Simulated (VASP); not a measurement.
Set up this calculation in VASP 6.6.1, as the native input.

```yaml
Task: single point
Functional: PBEsol
Potentials_or_basis: VASP PAW PBE potentials, release 64 (Si, Ni)
Cutoff: 520 eV
k_mesh: 12 × 12 × 8
Occupations: gaussian, width 0.1 eV
Spin: no spin polarisation
Dipole_correction: no
Further_INCAR_settings: ALGO = Fast; EDIFF = 1e-06; NBANDS = 33
```

The structure of SiNi2 lies in POSCAR:

```
SiNi2
1.0
    3.9071482940      0.0000000000      0.0000000000
   -1.9535741470      3.3836896790      0.0000000000
    0.0000000000      0.0000000000      4.7203058603
Si Ni
2 4
Direct
    0.3333333320      0.6666666680      0.7500000000
    0.6666666680      0.3333333320      0.2500000000
    0.0000000000      0.0000000000      0.0000000000
    0.0000000000      0.0000000000      0.5000000000
    0.3333333329      0.6666666671      0.2500000000
    0.6666666671      0.3333333329      0.7500000000
```

This cell differs from its parent crystal: uniaxial strain along c: -4.0 %.

These files were run (other wordings do the same):

INCAR

```
SYSTEM = SiNi2
PREC = Accurate
ENCUT = 520
EDIFF = 1E-6
ISMEAR = 0
SIGMA = 0.1
LREAL = .FALSE.
LASPH = .TRUE.
NELM = 60
ALGO = Fast
ISIF = 2
LWAVE = .FALSE.
LCHARG = .FALSE.
GGA = PS
NBANDS = 33
```

KPOINTS

```
Automatic mesh
0
G
  12 12 8
  0 0 0
```

Potentials or basis: VASP PAW PBE potentials, release 64 (Si, Ni).

Command:

```console
$ cat potpaw_PBE.64/Si/POTCAR potpaw_PBE.64/Ni/POTCAR > POTCAR
$ mpirun -np 1 vasp_std > vasp.out
```

It gave:

* Pressure: 4.8 GPa
* Band gap on the k mesh: zero (bands 24 and 25 overlap by 3.04 eV)

Caveat: the cell differs from its parent crystal (uniaxial strain along c: -4.0 %); the cell stands under pressure; the PAW data sets were made with another functional, which shifts forces and pressure a little.

It took 5.6 min on 1 thread of Intel Xeon 8259CL, with other jobs on the host, peak memory 0.29 GiB.
